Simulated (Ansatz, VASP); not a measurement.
One calculation of Sb, two programs

File INCAR:

```
SYSTEM = Sb
  PREC = Accurate
  ENCUT = 520
  EDIFF = 1E-6
  ISMEAR = -1
  SIGMA = 0.05
  LREAL = .FALSE.
  LASPH = .TRUE.
  NELM = 60
  ALGO = Normal
  ISIF = 2
  LWAVE = .FALSE.
  LCHARG = .FALSE.
  GGA = PE
  NBANDS = 12
```

KPOINTS

```
regular mesh
0
G
  8 8 8
  0 0 0
```

POSCAR

```
Sb
1.0
    0.0000000000      3.2710663102      3.2710663102
    3.2710663102      0.0000000000      3.2710663102
    3.2710663102      3.2710663102      0.0000000000
Sb
2
Direct
   -0.1250000000     -0.1250000000     -0.1250000000
    0.1250000000      0.1250000000      0.1250000000
```

Input for Ansatz:

```yaml
crystal:
  lattice:
    - [0.0, 3.2710663102, 3.2710663102]
    - [3.2710663102, 0.0, 3.2710663102]
    - [3.2710663102, 3.2710663102, 0.0]
  atoms:
    - { symbol: Sb, position: [-0.125, -0.125, -0.125] }
    - { symbol: Sb, position: [0.125, 0.125, 0.125] }
kpoints:
  mp_grid: { grid: [8, 8, 8] }
scf:
  occupations: { method: fermi_dirac, width: 0.05 }
hamiltonian:
  xc: pbe
  pseudopotentials: { kind: all_electron, lapw: { basis_error: 0.001 } }
output:
  forces: true
  stress: true
  eigenvalues: true
  populations: true
```

Alike in both runs: task single point; functional PBE; k mesh 8 × 8 × 8; occupations fermi-dirac, width 0.05 eV; no spin polarisation.

|  | VASP | Ansatz |
| --- | --- | --- |
| version | VASP 6.6.1 | Ansatz 0.2.0 |
| potentials or method | VASP PAW PBE potentials, release 64 (Sb), cutoff 520 eV | all-electron LAPW, scalar-relativistic |

```csv
,VASP,Ansatz,Ansatz less VASP
pressure (GPa),9.4,9.3,-0.13
```

Ansatz ran all-electron here, and VASP with PAW potentials.

Spin-orbit coupling is off throughout.
